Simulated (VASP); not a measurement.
# CdTe (I-4m2) in VASP: notebook

CdTe is run at these levels: PBE; tasks: single point.

All numbers are computed with VASP 6.6.1; they aren't measurements. Logs are shortened: lines on timing, memory, paths and dates and some standing lists are left out, and cuts for length are marked.

## 1. The cell of the first run

The structure is tetragonal, space group I-4m2 (No. 119). The conventional cell has a = 4.785 Å, b = 4.785 Å, c = 5.752 Å, α = 90.00°, β = 90.00°, γ = 90.00°. Cd (site symmetry -4m2) has 4 Te at 2.79 Å within 3.7 Å. Te (site symmetry -4m2) has 4 Cd at 2.79 Å within 3.7 Å.

## 2. Single point, PBE

INCAR

```
PREC = Accurate
ENCUT = 520
EDIFF = 1E-6
ISMEAR = 0
SIGMA = 0.05
LREAL = False
LASPH = True
NELM = 60
ALGO = Normal
ISIF = 2
LWAVE = False
LCHARG = False
GGA = PE
NBANDS = 16
```

KPOINTS

```
Automatic mesh
0
Gamma
  8 8 8
```

POSCAR

```
CdTe
1.0
    0.0000000000      3.3834133503      2.8759013477
    3.3834133503      0.0000000000      2.8759013477
    3.3834133503      3.3834133503      0.0000000000
Cd Te
1 1
Direct
    0.0000000000      0.0000000000      0.0000000000
    0.7500000000      0.7500000000      0.7500000000
```

Potentials or basis: VASP PAW PBE potentials, release 64 (Cd, Te).

Started as:

```sh
> cat potpaw_PBE.64/Cd/POTCAR potpaw_PBE.64/Te/POTCAR > POTCAR
> mpirun -np 1 vasp_std > vasp.out
```

OUTCAR:

```text
PREC = Accurate
   ENCUT = 520
   EDIFF = 1E-6
   ISMEAR = 0
   LREAL = False
   LASPH = True
   NELM = 60
   ISIF = 2
   GGA = PE

 ion  position               nearest neighbor table
   1  0.000  0.000  0.000-   2 2.79   2 2.79   2 2.79   2 2.79
   2  0.750  0.750  0.750-   1 2.79   1 2.79   1 2.79   1 2.79

  LATTYP: Found a body centered tetragonal cell.
 ALAT       =     4.7848690471
 C/A-ratio  =     1.2020815280

  Lattice vectors:

 A1 = (   0.0000000000,  -3.3834133503,  -2.8759013477)
 A2 = (   0.0000000000,   3.3834133503,  -2.8759013477)
 A3 = (   3.3834133503,   0.0000000000,   2.8759013477)

Analysis of symmetry for initial positions (statically):
=====================================================================
 Subroutine PRICEL returns:
 Original cell was already a primitive cell.

 Routine SETGRP: Setting up the symmetry group for a
 body centered tetragonal supercell.

 Subroutine GETGRP returns: Found  8 space group operations
 (whereof  8 operations were pure point group operations)
 out of a pool of 16 trial point group operations.

The static configuration has the point symmetry D_2d.

Analysis of symmetry for dynamics (positions and initial velocities):
=====================================================================
 Subroutine PRICEL returns:
 Original cell was already a primitive cell.

 Routine SETGRP: Setting up the symmetry group for a
 body centered tetragonal supercell.

 Subroutine GETGRP returns: Found  8 space group operations
 (whereof  8 operations were pure point group operations)
 out of a pool of 16 trial point group operations.

The dynamic configuration has the point symmetry D_2d.

 Subroutine INISYM returns: Found  8 space group operations
 (whereof  8 operations are pure point group operations),
 and found     1 'primitive' translations

----------------------------------------------------------------------------------------

                                     Primitive cell

  volume of cell :      65.8437

  direct lattice vectors                    reciprocal lattice vectors
     0.000000000  3.383413350  2.875901348    -0.147779756  0.147779756  0.173858537
     3.383413350  0.000000000  2.875901348     0.147779756 -0.147779756  0.173858537
     3.383413350  3.383413350  0.000000000     0.147779756  0.147779756 -0.173858537

  length of vectors
     4.440528624  4.440528624  4.784869047     0.271853827  0.271853827  0.271853827

  position of ions in fractional coordinates (direct lattice)
     0.000000000  0.000000000  0.000000000
     0.750000000  0.750000000  0.750000000

  ion indices of the primitive-cell ions
   primitive index   ion index
                 1           1
                 2           2

----------------------------------------------------------------------------------------

 KPOINTS: Automatic mesh

Automatic generation of k-mesh.
 Grid dimensions read from file:
 generate k-points for:    8    8    8

 Generating k-lattice:

  Cartesian coordinates                     Fractional coordinates (reciprocal lattice)
    -0.018472470  0.018472470  0.021732317     0.125000000  0.000000000  0.000000000
     0.018472470 -0.018472470  0.021732317     0.000000000  0.125000000  0.000000000
     0.018472470  0.018472470 -0.021732317     0.000000000  0.000000000  0.125000000

  Length of vectors
     0.033981728  0.033981728  0.033981728

  Shift w.r.t. Gamma in fractional coordinates (k-lattice)
     0.000000000  0.000000000  0.000000000

 Subroutine IBZKPT returns following result:
 ===========================================

 Found     59 irreducible k-points:

 Following reciprocal coordinates:
            Coordinates               Weight
  0.000000  0.000000  0.000000      1.000000
  0.125000  0.000000  0.000000      8.000000
  0.250000  0.000000  0.000000      8.000000
  0.375000  0.000000  0.000000      8.000000
  0.500000  0.000000  0.000000      4.000000
  0.125000  0.125000  0.000000      2.000000
[... 16 lines left out ...]
  0.250000  0.000000  0.125000     16.000000
  0.375000  0.000000  0.125000     16.000000
 [... further k-points ...]
   k-points           NKPTS =     59   k-points in BZ     NKDIM =     59   number of bands    NBANDS=     16
   number of dos      NEDOS =    301   number of ions     NIONS =      2
   total plane-waves  NPLWV =  46656
   dimension x,y,z NGX =    36 NGY =   36 NGZ =   36
   dimension x,y,z NGXF=    72 NGYF=   72 NGZF=   72
   ions per type =               1   1
   NGX,Y,Z   is equivalent  to a cutoff of  13.48, 13.48, 12.51 a.u.
   NGXF,Y,Z  is equivalent  to a cutoff of  26.96, 26.96, 25.02 a.u.
 SYSTEM =  unknown system
   PREC   = accura    normal or accurate (medium, high low for compatibility)
   ISTART =      0    job   : 0-new  1-cont  2-samecut
   ICHARG =      2    charge: 1-file 2-atom 10-const
   ISPIN  =      1    spin polarized calculation?
   LNONCOLLINEAR =      F non collinear calculations
   LSORBIT =      F    spin-orbit coupling
   LASPH  =      T    aspherical Exc in radial PAW
   ENCUT  =  520.0 eV  38.22 Ry    6.18 a.u.   8.26  8.26  8.90*2*pi/ulx,y,z
   NELM   =     60;   NELMIN=  2; NELMDL= -5     # of ELM steps
   EDIFF  = 0.1E-05   stopping-criterion for ELM
   LREAL  =      F    real-space projection
   EDIFFG = 0.1E-04   stopping-criterion for IOM
   NSW    =      0    number of steps for IOM
   IBRION =     -1    ionic relax: 0-MD 1-quasi-New 2-CG
   NFREE  =      0    steps in history (QN), initial steepest desc. (CG)
   ISIF   =      2    stress and relaxation
   ISYM   =      2    0-nonsym 1-usesym 2-fastsym
   POTIM  = 0.5000    time-step for ionic-motion
   TEBEG  =    0.0;   TEEND  =   0.0 temperature during run
   PSTRESS=    0.0 pullay stress
   NELECT =      18.0000    total number of electrons
   NUPDOWN=      -1.0000    fix difference up-down
   EMIN   =  10.00;   EMAX   =-10.00  energy-range for DOS
   EFERMI =   0.00;   METHOD = LEGACY
   ISMEAR =     0;   SIGMA  =   0.05  broadening in eV -4-tet -1-fermi 0-gaus
   EFERMI_NEDOS =   21; number of points for ismear=-14 and -15
   IALGO  =     38    algorithm
   IMIX   =      4    mixing-type and parameters
     AMIX     =   0.40;   BMIX     =  1.00
     AMIX_MAG =   1.60;   BMIX_MAG =  1.00
  volume/ion in A,a.u.               =      32.92       222.17
  Fermi-wavevector in a.u.,A,eV,Ry     =   1.062497  2.007828 15.359610  1.128899
  Thomas-Fermi vector in A             =   2.197950
   LORBIT       =      0    0 simple, 1 ext, 2 COOP (PROOUT), +10 PAW based schemes
   GGA     = PE    functional components
   LHFCALC =     F    Hartree Fock is set to
   AEXX    =    0.0000 exact exchange contribution
   IVDW    =     0    specifies the selected vdW correction
   LEPSILON=     F    determine dielectric tensor
   LRPA    =     F    only Hartree local field effects (RPA)
 non-spin polarized calculation
 Gauss-broadening in eV      SIGMA  =   0.05
  energy-cutoff  :      520.00
  volume of cell :       65.84
 maximum number of plane-waves:      1792
 NGX is ok and might be reduce to    36

 number of electron      17.9999997 magnetization

 Free energy of the ion-electron system (eV)
  ---------------------------------------------------
  ext. energy  EPLUGINS =         0.00000000
  ---------------------------------------------------
  free energy    TOTEN  =        -4.69209255 eV

  energy without entropy =       -4.69209255  energy(sigma->0) =       -4.69209255

 E-fermi :   3.1550     XC(G=0):  -8.7585

 val. band max:        2.8757172193   @ k =   0.0000   0.0000   0.0000
 cond. band min:       3.4280788833   @ k =   0.0000   0.0000   0.0000
 fundamental gap:      0.5523616640
 Fermi energy:         3.1549837737

 k-point     1 :       0.0000    0.0000    0.0000
  band No.  band energies     occupation
      1      -8.6804      2.00000
      2      -5.7430      2.00000
      3      -5.7430      2.00000
      4      -5.7128      2.00000
      5      -5.4846      2.00000
      6      -5.4493      2.00000
[... 8 lines left out ...]
     15      10.9772      0.00000
     16      11.9824      0.00000

 k-point     2 :       0.1250    0.0000    0.0000
  band No.  band energies     occupation
      1      -8.6150      2.00000
      2      -5.7325      2.00000
      3      -5.7210      2.00000
      4      -5.6829      2.00000
      5      -5.4823      2.00000
      6      -5.4501      2.00000
[... 8 lines left out ...]
     15      10.7489      0.00000
     16      11.4951      0.00000

 k-point     3 :       0.2500    0.0000    0.0000
  band No.  band energies     occupation
      1      -8.4557      2.00000
      2      -5.7113      2.00000
      3      -5.6875      2.00000
      4      -5.5601      2.00000
      5      -5.4717      2.00000
      6      -5.4371      2.00000
[... 8 lines left out ...]
     15      10.9823      0.00000
     16      12.2393      0.00000

 k-point     4 :       0.3750    0.0000    0.0000
  band No.  band energies     occupation
      1      -8.2972      2.00000
      2      -5.6968      2.00000
      3      -5.6598      2.00000
      4      -5.4856      2.00000
      5      -5.4530      2.00000
      6      -5.2615      2.00000
[... 8 lines left out ...]
     15      12.2592      0.00000
     16      12.3042      0.00000
[... 324 lines left out ...]
 k-point    22 :       0.1250    0.0000    0.1250
  band No.  band energies     occupation
      1      -8.5994      2.00000
      2      -5.7265      2.00000
      3      -5.7025      2.00000
      4      -5.6865      2.00000
      5      -5.4870      2.00000
      6      -5.4504      2.00000
[... 8 lines left out ...]
     15      11.0554      0.00000
     16      11.8220      0.00000

 k-point    23 :       0.2500    0.0000    0.1250
  band No.  band energies     occupation
      1      -8.4752      2.00000
      2      -5.7095      2.00000
      3      -5.6686      2.00000
      4      -5.5957      2.00000
      5      -5.4867      2.00000
      6      -5.4436      2.00000
[... 8 lines left out ...]
     15      11.3602      0.00000
     16      12.4367      0.00000

 k-point    24 :       0.3750    0.0000    0.1250
  band No.  band energies     occupation
      1      -8.3161      2.00000
      2      -5.6946      2.00000
      3      -5.6424      2.00000
      4      -5.4831      2.00000
      5      -5.4775      2.00000
      6      -5.3284      2.00000
[... 8 lines left out ...]
     15      11.7922      0.00000
     16      12.9509      0.00000

 [... further k-points ...]

------------------------ aborting loop because EDIFF is reached ----------------------------------------

  FORCE on cell =-STRESS in cart. coord.  units (eV):
  Direction    XX          YY          ZZ          XY          YZ          ZX
  --------------------------------------------------------------------------------------
  -------------------------------------------------------------------------------------
  Total        1.3954960      1.3954960      1.9432276      0.0000000      0.0000000      0.0000000
  in kB       33.9566699     33.9566699     47.2846471      0.0000000      0.0000000      0.0000000
  external PRESSURE =      38.3993290 kB  Pullay stress =       0.0000000 kB

 VOLUME and BASIS-vectors are now :
 -----------------------------------------------------------------------------
  energy-cutoff  :      520.00
  volume of cell :       65.84
      direct lattice vectors                 reciprocal lattice vectors
     0.000000000  3.383413350  2.875901348    -0.147779756  0.147779756  0.173858537
     3.383413350  0.000000000  2.875901348     0.147779756 -0.147779756  0.173858537
     3.383413350  3.383413350  0.000000000     0.147779756  0.147779756 -0.173858537

 POSITION                                       TOTAL-FORCE (eV/Angst)
 -----------------------------------------------------------------------------------
      0.00000      0.00000      0.00000         0.000000      0.000000      0.000000
      5.07512      5.07512      4.31385        -0.000000     -0.000000     -0.000000
 -----------------------------------------------------------------------------------
    total drift:                               -0.000000     -0.000000      0.000001

  FREE ENERGIE OF THE ION-ELECTRON SYSTEM (eV)
  ---------------------------------------------------
  free  energy   TOTEN  =        -4.6920925509 eV

  energy  without entropy=       -4.6920925509  energy(sigma->0) =       -4.69209255
```

Run time: 31 s. Hardware: 1 thread of AMD EPYC 9R45 (Zen 5), shared host; peak memory 0.21 GiB.

Results:

```yaml
Free_energy: -4.6921 eV
Pressure: 3.8 GPa
Band_gap_on_the_k_mesh: 0.55 eV, direct
```

Stress tensor (GPa, compression positive):
```
3.40 0.00 0.00
0.00 3.40 0.00
0.00 0.00 4.73
```

Caveat: spin-orbit coupling is left out, which moves the levels of the heavy elements.

## 3. Single point, PBE

This run uses another cell than the first one, of the same volume but with other edges.

INCAR

```
PREC = Accurate
ENCUT = 520
EDIFF = 1E-6
ISMEAR = 0
SIGMA = 0.05
LREAL = False
LASPH = True
NELM = 80
ALGO = Normal
ISIF = 2
LWAVE = False
LCHARG = True
GGA = PE
LELF = True
LVHAR = True
NBANDS = 16
```

KPOINTS

```
regular mesh
0
Gamma
  8 8 8
```

POSCAR

```
CdTe
1.0
    0.0000000000      3.0160204726      3.6192245671
    3.0160204726      0.0000000000      3.6192245671
    3.0160204726      3.0160204726      0.0000000000
Cd Te
1 1
Direct
    0.0000000000      0.0000000000      0.0000000000
    0.7500000000      0.7500000000      0.7500000000
```

Potentials or basis: VASP PAW PBE potentials, release 64 (Cd, Te).

Started as:

```sh
> cat potpaw_PBE.64/Cd/POTCAR potpaw_PBE.64/Te/POTCAR > POTCAR
> mpirun -np 1 vasp_std > vasp.out
```

Run time: 27 s. Hardware: 1 thread of AMD EPYC 9R45 (Zen 5), shared host; peak memory 0.2 GiB.

Results (log left out):

```yaml
Free_energy: -4.6448 eV
Pressure: 3.8 GPa
Band_gap_on_the_k_mesh: 0.44 eV, direct
```

Stress tensor (GPa, compression positive):
```
5.05 0.00 0.00
0.00 5.05 0.00
0.00 0.00 1.27
```

Levels at points of the mesh, in eV from the valence-band top:
| k point | band 5 | band 6 | band 7 | band 8 | band 9 | band 10 | band 11 | band 12 | band 13 | band 14 |
| --- | --- | --- | --- | --- | --- | --- | --- | --- | --- | --- |
| (0.00, 0.00, 0.00) | -8.38 | -8.35 | -0.85 | 0.00 | 0.00 | 0.44 | 4.50 | 4.50 | 4.53 | 6.98 |
| (0.50, 0.00, 0.00) | -8.36 | -8.00 | -4.78 | -1.55 | -0.52 | 1.28 | 4.84 | 5.57 | 7.00 | 8.20 |
| (0.50, 0.50, 0.00) | -8.34 | -8.08 | -5.24 | -1.59 | -1.59 | 2.89 | 3.34 | 7.73 | 8.98 | 8.98 |
| (0.50, 0.00, 0.50) | -8.35 | -7.76 | -4.32 | -2.53 | -2.25 | 1.99 | 2.07 | 7.77 | 8.34 | 8.64 |

Caveat: spin-orbit coupling is left out, which moves the levels of the heavy elements.

## 4. Single point, PBE

This run uses another cell than the first one, of the same volume but with other edges.

INCAR

```
SYSTEM = CdTe
PREC     = Accurate       ! precision mode
ENCUT    = 520            ! plane-wave cutoff, eV
EDIFF    = 1E-6           ! SCF threshold, eV
ISMEAR   = 0              ! smearing method
SIGMA    = 0.05           ! smearing width, eV
LREAL    = .False.        ! projectors in reciprocal space
LASPH    = .True.         ! aspherical terms in the spheres
NELM     = 80             ! most SCF steps
ALGO     = Normal         ! electronic algorithm
ISIF     = 2              ! what is computed and relaxed
LWAVE    = .False.        ! write WAVECAR
LCHARG   = .False.        ! write CHGCAR
GGA      = PE             ! functional
NBANDS   = 16             ! bands
```

KPOINTS

```
regular mesh
0
Gamma
  8 8 8
  0 0 0
```

POSCAR

```
CdTe
1.0
    0.0000000000      3.4817413044      2.7157582174
    3.4817413044      0.0000000000      2.7157582174
    3.4817413044      3.4817413044      0.0000000000
Cd Te
1 1
Direct
    0.0000000000      0.0000000000      0.0000000000
    0.7500000000      0.7500000000      0.7500000000
```

Started as:

```sh
> cat potpaw_PBE.64/Cd/POTCAR potpaw_PBE.64/Te/POTCAR > POTCAR
> mpirun -np 1 vasp_std > vasp.out
```

Wall time 34 s (1 thread of AMD EPYC 9R45 (Zen 5), shared host); peak memory 0.21 GiB.

It converged, with:

| Quantity | Value |
| --- | --- |
| Free energy | -4.6563 eV |
| Pressure | 3.1 GPa |
| Band gap on the k mesh | 0.39 eV, direct |

Stress tensor (GPa, compression positive):
```
2.55 0.00 0.00
0.00 2.55 0.00
0.00 0.00 4.25
```

Levels at points of the mesh, in eV from the valence-band top:
| k point | band 5 | band 6 | band 7 | band 8 | band 9 | band 10 | band 11 | band 12 | band 13 | band 14 |
| --- | --- | --- | --- | --- | --- | --- | --- | --- | --- | --- |
| (0.00, 0.00, 0.00) | -8.41 | -8.36 | -0.53 | -0.53 | 0.00 | 0.39 | 4.59 | 4.66 | 4.66 | 7.33 |
| (0.50, 0.00, 0.00) | -8.35 | -8.04 | -4.75 | -1.58 | -0.66 | 1.18 | 4.25 | 5.97 | 7.27 | 8.07 |
| (0.50, 0.50, 0.00) | -8.33 | -7.62 | -3.78 | -2.85 | -2.85 | 1.14 | 1.88 | 8.95 | 8.95 | 9.52 |
| (0.50, 0.00, 0.50) | -8.39 | -8.05 | -5.01 | -1.87 | -1.51 | 2.64 | 3.16 | 7.43 | 7.68 | 8.11 |

Caveat: spin-orbit coupling is left out, which moves the levels of the heavy elements.

## 5. Overview

| cell | gap on the mesh (eV) | pressure (GPa) |
| --- | --- | --- |
| a = 4.441, b = 4.441, c = 4.785 Å, angles 57.4, 57.4, 65.2°, 2 atoms | 0.55 | 3.8 |
| a = 4.711, b = 4.711, c = 4.265 Å, angles 63.1, 63.1, 53.8°, 2 atoms | 0.44 | 3.8 |
| a = 4.416, b = 4.416, c = 4.924 Å, angles 56.1, 56.1, 67.8°, 2 atoms | 0.39 | 3.1 |

Alike in all rows: task single point; level PBE; potentials or basis VASP PAW PBE potentials, release 64 (Cd, Te); no spin polarisation; k mesh 8 × 8 × 8; cutoff (eV) 520; smearing gaussian 0.05 eV.

Caveats: spin-orbit coupling is left out, which moves the levels of the heavy elements.

Total energies depend on the potentials used, so only differences within one code and one set of settings carry meaning.
